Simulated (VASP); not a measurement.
# Hf12HC12 in VASP: single point with PBE

Aim: the single point of Hf12HC12 with PBE.

Program: VASP 6.6.1. These are calculated values, not measurements. Logs are shortened: lines on timing, memory, paths and dates and some standing lists are left out, and cuts for length are marked.

**1. The cell of the first run**

The cell holds a slab with vacuum, 25 atoms: a = 6.578 Å, b = 6.578 Å, c = 20.084 Å, α = 90.00°, β = 90.00°, γ = 90.00°.

**2. Single point, PBE**

INCAR reads:

```
PREC = Accurate
ENCUT = 520
EDIFF = 1E-6
ISMEAR = 0
SIGMA = 0.1
LREAL = Auto
LASPH = T
NELM = 60
ALGO = Normal
ISIF = 2
LWAVE = F
LCHARG = F
LDIPOL = T
IDIPOL = 3
DIPOL = 0.5 0.5 0.319
GGA = PE
NBANDS = 102
```

KPOINTS reads:

```
Automatic mesh
0
Gamma
  4 4 1
```

POSCAR reads:

```
Hf12HC12
1.0
    6.5782051141      0.0000000000      0.0000000000
    0.0000000000      6.5782051141      0.0000000000
    0.0000000000      0.0000000000     20.0841322453
Hf C H
12 12 1
Direct
    0.0000000000      0.0000000000      0.1991622018
    0.0000000000      0.5000000000      0.1991622018
    0.5000000000      0.0000000000      0.1991622018
    0.5000000000      0.5000000000      0.1991622018
    0.2500000000      0.2500000000      0.3119533864
    0.2500000000      0.7500000000      0.3119533864
    0.7500000000      0.2500000000      0.3119533864
    0.7500000000      0.7500000000      0.3119533864
    0.0000000000      0.0000000000      0.4231522706
    0.0000000000      0.5000000000      0.4231522706
    0.5000000000      0.0000000000      0.4231522706
    0.5000000000      0.5000000000      0.4231522706
    0.2500000000      0.2500000000      0.1991622018
    0.2500000000      0.7500000000      0.1991622018
    0.7500000000      0.2500000000      0.1991622018
    0.7500000000      0.7500000000      0.1991622018
    0.0000000000      0.0000000000      0.3115316063
    0.0000000000      0.5000000000      0.3115316063
    0.5000000000      0.0000000000      0.3115316063
    0.5000000000      0.5000000000      0.3115316063
    0.2500000000      0.2500000000      0.4274086697
    0.2500000000      0.7500000000      0.4274086697
    0.7500000000      0.2500000000      0.4274086697
    0.7500000000      0.7500000000      0.4274086697
    0.3125000000      0.4375000000      0.4882540555
```

Potentials or basis: VASP PAW PBE potentials, release 64 (Hf_pv, C, H).

Command:

```sh
> cat potpaw_PBE.64/Hf_pv/POTCAR potpaw_PBE.64/C/POTCAR potpaw_PBE.64/H/POTCAR > POTCAR
> mpirun -np 1 vasp_std > vasp.out
```

OUTCAR:

```text
PREC = Accurate
   ENCUT = 520
   EDIFF = 1E-6
   ISMEAR = 0
   LREAL = Auto
   LASPH = T
   NELM = 60
   ISIF = 2
   GGA = PE

 ion  position               nearest neighbor table
   1  0.000  0.000  0.199-  17 2.26  14 2.33  15 2.33  16 2.33  13 2.33   6 3.25   7 3.25   8 3.25
                             5 3.25   3 3.29   2 3.29   2 3.29   3 3.29
   2  0.000  0.500  0.199-  18 2.26  14 2.33  15 2.33  16 2.33  13 2.33   6 3.25   7 3.25   8 3.25
                             5 3.25   4 3.29   1 3.29   1 3.29   4 3.29
   3  0.500  0.000  0.199-  19 2.26  14 2.33  15 2.33  16 2.33  13 2.33   6 3.25   7 3.25   8 3.25
                             5 3.25   4 3.29   1 3.29   4 3.29   1 3.29
   4  0.500  0.500  0.199-  20 2.26  14 2.33  15 2.33  16 2.33  13 2.33   6 3.25   7 3.25   8 3.25
                             5 3.25   3 3.29   2 3.29   3 3.29   2 3.29
   5  0.250  0.250  0.312-  13 2.27  21 2.32  18 2.33  19 2.33  20 2.33  17 2.33  11 3.22  12 3.22
                             9 3.22  10 3.22   3 3.25   4 3.25   1 3.25   2 3.25   6 3.29   7 3.29
   6  0.250  0.750  0.312-  14 2.27  22 2.32  18 2.33  19 2.33  20 2.33  17 2.33  11 3.22  12 3.22
                             9 3.22  10 3.22   3 3.25   4 3.25   1 3.25   2 3.25   5 3.29   8 3.29
   7  0.750  0.250  0.312-  15 2.27  23 2.32  18 2.33  19 2.33  20 2.33  17 2.33  11 3.22  12 3.22
                             9 3.22  10 3.22   3 3.25   4 3.25   1 3.25   2 3.25   5 3.29   8 3.29
   8  0.750  0.750  0.312-  16 2.27  24 2.32  18 2.33  19 2.33  20 2.33  17 2.33  11 3.22  12 3.22
                             9 3.22  10 3.22   3 3.25   4 3.25   1 3.25   2 3.25   6 3.29   7 3.29
   9  0.000  0.000  0.423-  17 2.24  21 2.33  22 2.33  23 2.33  24 2.33   6 3.22   7 3.22   8 3.22
                             5 3.22  11 3.29  10 3.29  10 3.29  11 3.29
  10  0.000  0.500  0.423-  18 2.24  21 2.33  22 2.33  23 2.33  24 2.33   6 3.22   7 3.22   8 3.22
                             5 3.22  12 3.29   9 3.29   9 3.29  12 3.29
  11  0.500  0.000  0.423-  19 2.24  21 2.33  22 2.33  23 2.33  24 2.33   6 3.22   7 3.22   8 3.22
                             5 3.22  12 3.29   9 3.29  12 3.29   9 3.29
  12  0.500  0.500  0.423-  25 1.84  20 2.24  22 2.33  23 2.33  24 2.33  21 2.33   7 3.22   8 3.22
                             5 3.22   6 3.22  10 3.29  11 3.29  11 3.29  10 3.29
  13  0.250  0.250  0.199-   5 2.27   2 2.33   3 2.33   4 2.33   1 2.33
  14  0.250  0.750  0.199-   6 2.27   2 2.33   3 2.33   4 2.33   1 2.33
  15  0.750  0.250  0.199-   7 2.27   2 2.33   3 2.33   4 2.33   1 2.33
  16  0.750  0.750  0.199-   8 2.27   2 2.33   3 2.33   4 2.33   1 2.33
  17  0.000  0.000  0.312-   9 2.24   1 2.26   6 2.33   7 2.33   8 2.33   5 2.33
  18  0.000  0.500  0.312-  10 2.24   2 2.26   6 2.33   7 2.33   8 2.33   5 2.33
  19  0.500  0.000  0.312-  11 2.24   3 2.26   6 2.33   7 2.33   8 2.33   5 2.33
  20  0.500  0.500  0.312-  12 2.24   4 2.26   6 2.33   7 2.33   8 2.33   5 2.33
  21  0.250  0.250  0.427-   5 2.32   9 2.33  10 2.33  11 2.33  12 2.33
  22  0.250  0.750  0.427-   6 2.32   9 2.33  10 2.33  11 2.33  12 2.33
  23  0.750  0.250  0.427-   7 2.32   9 2.33  10 2.33  11 2.33  12 2.33
  24  0.750  0.750  0.427-   8 2.32   9 2.33  10 2.33  11 2.33  12 2.33
  25  0.312  0.438  0.488-  12 1.84

  LATTYP: Found a simple tetragonal cell.
 ALAT       =     6.5782051141
[... 191 lines left out ...]
   LHFCALC =     F    Hartree Fock is set to
   AEXX    =    0.0000 exact exchange contribution
   IVDW    =     0    specifies the selected vdW correction
   LEPSILON=     F    determine dielectric tensor
   LRPA    =     F    only Hartree local field effects (RPA)
 non-spin polarized calculation
 Gauss-broadening in eV      SIGMA  =   0.10
  energy-cutoff  :      520.00
  volume of cell :      869.10
 maximum number of plane-waves:     23491
 NGX is ok and might be reduce to    50
   NGX = 25   NGY = 25   NGZ = 75

 dipolmoment           0.000000      0.000000     -0.859512 electrons x Angstroem

 number of electron     168.9999971 magnetization

 dipolmoment           0.000000      0.000000      0.065996 electrons x Angstroem

 Free energy of the ion-electron system (eV)
  ---------------------------------------------------
  ext. energy  EPLUGINS =         0.00000000
  ---------------------------------------------------
  free energy    TOTEN  =      -245.17098872 eV

  energy without entropy =     -245.13390846  energy(sigma->0) =     -245.15244859

 E-fermi :  -0.3212     XC(G=0):  -5.1731

 val. band max:       -0.3394426551   @ k =   0.0000   0.2500   0.0000
 cond. band min:      -0.2976284570   @ k =   0.0000   0.0000   0.0000
 fundamental gap:      0.0418141981
 Fermi energy:        -0.3211797011

 k-point     1 :       0.0000    0.0000    0.0000
  band No.  band energies     occupation
      1     -30.8037      2.00000
      2     -30.7553      2.00000
      3     -30.7291      2.00000
      4     -30.6757      2.00000
      5     -30.6453      2.00000
      6     -30.6274      2.00000
[... 979 lines left out ...]
     95       2.8654      0.00000
     96       2.8901      0.00000
 [bands above 96 left out]

------------------------ aborting loop because EDIFF is reached ----------------------------------------

 vacuum level on the upper side and lower side of the slab       (xc-potential included)         0.004        -0.262

  FORCE on cell =-STRESS in cart. coord.  units (eV):
  Direction    XX          YY          ZZ          XY          YZ          ZX
  --------------------------------------------------------------------------------------
  -------------------------------------------------------------------------------------
  Total      -14.7482408    -15.5971701     -1.6356672      0.1572208     -1.3441298     -2.1684614
  in kB      -27.1883536    -28.7533530     -3.0153493      0.2898363     -2.4779008     -3.9975543
  external PRESSURE =     -19.6523520 kB  Pullay stress =       0.0000000 kB

 VOLUME and BASIS-vectors are now :
 -----------------------------------------------------------------------------
  energy-cutoff  :      520.00
  volume of cell :      869.10
      direct lattice vectors                 reciprocal lattice vectors
     6.578205114  0.000000000  0.000000000     0.152017151  0.000000000  0.000000000
     0.000000000  6.578205114  0.000000000     0.000000000  0.152017151  0.000000000
     0.000000000  0.000000000 20.084132245     0.000000000  0.000000000  0.049790550

 POSITION                                       TOTAL-FORCE (eV/Angst)
 -----------------------------------------------------------------------------------
      0.00000      0.00000      4.00000         0.051803     -0.007508      0.907018
      0.00000      3.28910      4.00000         0.073453     -0.022584      0.852721
      3.28910      0.00000      4.00000        -0.070117     -0.017922      0.843321
      3.28910      3.28910      4.00000        -0.061469     -0.016211      0.954690
      1.64455      1.64455      6.26531         0.119076      0.206004     -0.198541
      1.64455      4.93365      6.26531         0.027660     -0.067031      0.015308
[... 17 lines left out ...]
      4.93365      4.93365      8.58413         0.066928     -0.014157     -0.044189
      2.05569      2.87796      9.80616        -1.624764     -0.740669      0.027013
 -----------------------------------------------------------------------------------
    total drift:                               -0.000031     -0.000179     -0.021464

  FREE ENERGIE OF THE ION-ELECTRON SYSTEM (eV)
  ---------------------------------------------------
  free  energy   TOTEN  =      -245.1709887181 eV

  energy  without entropy=     -245.1339084621  energy(sigma->0) =     -245.15244859

 vacuum level on the upper side and lower side of the slab         3.465         3.188
```

OSZICAR:

```text
N       E                     dE             d eps       ncg     rms          rms(c)
DAV:   1     0.101663693107E+04    0.10166E+04   -0.87503E+04  2488   0.140E+03
DAV:   2    -0.178022795687E+03   -0.11947E+04   -0.11598E+04  2556   0.349E+02
DAV:   3    -0.286862231777E+03   -0.10884E+03   -0.10700E+03  2408   0.840E+01
[... 25 lines left out ...]
DAV:  29    -0.245170969888E+03   -0.46507E-04   -0.18581E-06  1770   0.202E-03    0.631E-03
DAV:  30    -0.245170980370E+03   -0.10482E-04   -0.27614E-07  1522   0.101E-03    0.442E-03
DAV:  31    -0.245170986926E+03   -0.65559E-05   -0.38111E-07  1484   0.139E-03    0.103E-03
DAV:  32    -0.245170988079E+03   -0.11528E-05   -0.57787E-08  1400   0.589E-04    0.822E-04
DAV:  33    -0.245170988718E+03   -0.63926E-06   -0.36073E-08  1292   0.350E-04
   1 F= -.24517099E+03 E0= -.24515245E+03  d E =-.370803E-01
```

stdout:

```text
POSCAR found type information on POSCAR HfC H
 POSCAR found :  3 types and      25 ions
 scaLAPACK will be used
 LDA part: xc-table for (Slater+PW92), standard interpolation
 POSCAR, INCAR and KPOINTS ok, starting setup
 FFT: planning ... GRIDC
 FFT: planning ... GRID_SOFT
 FFT: planning ... GRID
 WAVECAR not read
 entering main loop
```

Wall time 29 min (1 thread of Intel Xeon 6975P-C (Granite Rapids), shared host); peak memory 1.1 GiB.

Results:

* Free energy: -245.1710 eV
* Largest force: 1.786 eV/Å
* Band gap on the k mesh: zero (an odd number of electrons rules out a gap without spin polarisation)

Forces on the atoms (eV/Å):
```
Hf   0.052 -0.008  0.907
Hf   0.073 -0.023  0.853
Hf  -0.070 -0.018  0.843
Hf  -0.061 -0.016  0.955
Hf   0.119  0.206 -0.199
Hf   0.028 -0.067  0.015
Hf   0.019 -0.110 -0.017
Hf   0.024  0.128 -0.007
Hf  -0.157 -0.190 -0.110
Hf  -0.021  0.273  0.265
Hf   0.171 -0.257 -0.190
Hf   1.405  0.599 -0.609
C    0.010  0.012 -0.768
C    0.015  0.040 -0.819
C    0.010  0.033 -0.805
C    0.007  0.024 -0.741
C   -0.074  0.015  0.039
C   -0.010 -0.025  0.138
C    0.046  0.022  0.068
C   -0.192 -0.082 -0.198
C    0.132 -0.458  0.636
C   -0.007  0.620 -0.137
C    0.040  0.036 -0.101
C    0.067 -0.014 -0.044
H   -1.625 -0.741  0.027
```

Caveat: spin-orbit coupling is left out, which moves the levels of the heavy elements; an odd number of electrons without spin polarisation forces a metal; a magnetic or distorted state may lie lower.

The gap in the log of VASP goes by the Fermi energy; the results here count the filled bands.